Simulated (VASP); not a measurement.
Here is a VASP 6.6.1 calculation.

The input INCAR:

```
ALGO = Normal
EDIFF = 1E-6
ENCUT = 520
GGA = PS
ISIF = 2
ISMEAR = -1
LASPH = True
LCHARG = True
LELF = True
LREAL = False
LVHAR = True
LWAVE = False
NBANDS = 22
NELM = 100
PREC = Accurate
SIGMA = 0.2
```

Contents of KPOINTS:

```
k-points
0
Gamma
  12 12 7
```

File POSCAR:

```
RuRh
1.0
    2.7094150000      0.0000000000      0.0000000000
   -1.3547080000      2.3464220000      0.0000000000
    0.0000000000      0.0000000000      4.2983680000
Ru Rh
1 1
Direct
    0.0000000000      0.0000000000      0.5000000000
    0.6666666667      0.3333333333      0.0000000000
```

Potentials or basis: VASP PAW PBE potentials, release 64 (Ru_pv, Rh_pv).

The run is started by

```console
$ cat potpaw_PBE.64/Ru_pv/POTCAR potpaw_PBE.64/Rh_pv/POTCAR > POTCAR
$ mpirun -np 1 vasp_std > vasp.out
```

(1) Estimate the pressure.

## Answers

(1) -4.4 GPa.

Caveat: the PAW data sets were made with another functional, which shifts forces and pressure a little.
